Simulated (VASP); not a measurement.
A run of VASP 6.6.1:

File INCAR:

```
SYSTEM = ZnO
PREC = Accurate ; ENCUT = 520
EDIFF = 1E-6 ; ISMEAR = 0
SIGMA = 0.01 ; LREAL = .FALSE.
LASPH = .TRUE. ; NELM = 100
ALGO = Normal ; ISIF = 2
LWAVE = .FALSE. ; LCHARG = .TRUE.
LELF = .TRUE. ; LVHAR = .TRUE.
NBANDS = 26 ; NELECT = 36.0017
```

File KPOINTS:

```
regular mesh
0
G
  20 20 12
  0 0 0
```

POSCAR

```
ZnO
1.0
    3.2494000000      0.0000000000      0.0000000000
   -1.6247000000      2.8140629471      0.0000000000
    0.0000000000      0.0000000000      5.2038000000
Zn O
2 2
Direct
    0.3333333333      0.6666666667      0.0004774139
    0.6666666667      0.3333333333      0.5004774139
    0.3333333333      0.6666666667      0.3816225861
    0.6666666667      0.3333333333      0.8816225861
```

Potentials or basis: VASP PAW LDA potentials, release 64 (Zn, O).

Run with:

```sh
$ cat potpaw_LDA.64/Zn/POTCAR potpaw_LDA.64/O/POTCAR > POTCAR
$ mpirun -np 1 vasp_std > vasp.out
```

Hardware: 1 thread of Intel(R) Xeon(R) Platinum 8375C CPU @ 2.90GHz (Ice Lake), on a shared host.

Task: Estimate the wall time of this run.

Result: Run time: 4.3 min on 1 thread of Intel(R) Xeon(R) Platinum 8375C CPU @ 2.90GHz (Ice Lake) (shared host), peak memory 0.39 GiB. Counts: scf iterations 15, k points 308.
